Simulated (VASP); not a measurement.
Wanted: the native input for a VASP 6.6.1 run.

| Item | Value |
| --- | --- |
| Task | relaxation of cell and atoms |
| Functional | PBE |
| Potentials or basis | VASP PAW PBE potentials, release 64 (Al, B, P) |
| Cutoff | 600 eV |
| k mesh | 6 × 6 × 2 |
| Occupations | gaussian, width 0.1 eV |
| Spin | no spin polarisation |
| Dipole correction | no |
| Further INCAR settings | ALGO = Normal; EDIFF = 1e-07; IBRION = 2; EDIFFG = -0.04; NSW = 90; ISIF = 3 |

The structure of Al3BP2 lies in POSCAR:

```
Al3BP2
1.0
    4.8644328800      0.0000000000      0.0000000000
   -2.4322164400      4.2127224500      0.0000000000
    0.0000000000      0.0000000000      7.6014853300
Al B P
3 1 2
Direct
    0.5000000000      0.0000000000      0.5000000000
    0.0000000000      0.5000000000      0.5000000000
    0.5000000000      0.5000000000      0.5000000000
    0.0000000000      0.0000000000      0.5000000000
    0.3333333300      0.6666666700      0.5000000000
    0.6666666700      0.3333333300      0.5000000000
```

These files were run (other wordings do the same):

INCAR

```
SYSTEM = Al3BP2
ALGO     = Normal         ! electronic algorithm
EDIFF    = 1E-7           ! SCF threshold, eV
EDIFFG   = -0.04          ! ionic threshold
ENCUT    = 600            ! plane-wave cutoff, eV
GGA      = PE             ! functional
IBRION   = 2              ! ionic algorithm
ISIF     = 3              ! what is computed and relaxed
ISMEAR   = 0              ! smearing method
LASPH    = .True.         ! aspherical terms in the spheres
LCHARG   = .False.        ! write CHGCAR
LREAL    = .False.        ! projectors in reciprocal space
LWAVE    = .False.        ! write WAVECAR
NELM     = 100            ! most SCF steps
NSW      = 90             ! ionic steps
PREC     = Accurate       ! precision mode
SIGMA    = 0.1            ! smearing width, eV
```

KPOINTS

```
k-points
0
Gamma
  6 6 2
  0 0 0
```

Potentials or basis: VASP PAW PBE potentials, release 64 (Al, B, P).

Run with:

```sh
$ cat potpaw_PBE.64/Al/POTCAR potpaw_PBE.64/B/POTCAR potpaw_PBE.64/P/POTCAR > POTCAR
$ mpirun -np 1 vasp_std > vasp.out
```

It gave:

* Relaxed cell: a = 7.731 Å, b = 7.731 Å, c = 7.598 Å, α = 90.00°, β = 90.00°, γ = 120.00°
* Space group after relaxing (to 0.05 Å): P6/mmm (No. 191)
* Energy gained by relaxing: 14444.9 meV/atom
* Ionic steps: 10
* Pressure after relaxing: 0.0 GPa
* Band gap on the k mesh: zero (band 11 reaches -0.79 eV, above the bottom of band 12 at -1.20 eV)

Caveat: the k points lie up to 0.41 Å⁻¹ apart in the final cell.

Wall time 13 min on 1 thread of Intel(R) Xeon(R) Platinum 8259CL CPU @ 2.50GHz (Skylake/Cascade Lake) (shared host), peak memory 0.34 GiB.
